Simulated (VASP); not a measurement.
Crystal: Os2Au.

```xyz
3
Lattice="0.0000 2.8040 2.8040 2.8040 0.0000 2.8040 2.8040 2.8040 0.0000" Properties=species:S:1:pos:R:3 pbc="T T T"
Os    1.4020    1.4020    1.4020
Os    4.2060    4.2060    4.2060
Au    0.0000    0.0000    0.0000
```

- Program: VASP 6.6.1
- Task: relaxation of cell and atoms
- Functional: PBE
- Potentials or basis: VASP PAW PBE potentials, release 64 (Os, Au)
- Cutoff: 600 eV
- k mesh: 6 × 6 × 6
- Occupations: gaussian, width 0.1 eV
- Spin: no spin polarisation

At the start: pressure 75.8 GPa; volume 14.70 Å³/atom.

Task: Where does the relaxation end?

Result: Over 7 steps the energy falls by 631.5 meV/atom and the volume is 17.98 Å³/atom (+22.4 %); space group Fm-3m (No. 225, to 0.05 Å).

The path:
| step | energy change (eV) | largest force (eV/Å) | pressure (GPa) | volume (Å³) |
| --- | --- | --- | --- | --- |
| 1 | 0.0000 | 0.0000 | 75.76 | 44.09 |
| 2 | 6.3080 | 0.0000 | -24.19 | 104.97 |
| 3 | 0.8899 | 0.0000 | -30.63 | 74.39 |
| 4 | -1.4038 | 0.0000 | -19.90 | 60.83 |
| 5 | -1.7623 | 0.0000 | 15.02 | 50.89 |
| 6 | -1.8880 | 0.0000 | -2.88 | 54.60 |
| 7 | -1.8945 | 0.0000 | -0.29 | 53.95 |

Final structure:
```
Os Au
1.0
     0.00000    2.99916    2.99916
     2.99916    0.00000    2.99916
     2.99916    2.99916    0.00000
Os Au
2 1
Direct
  0.25000 0.25000 0.25000
  0.75000 0.75000 0.75000
  0.00000 0.00000 0.00000
```

Caveat: the volume moved by over 15 % at a fixed basis, so the end points are rough.
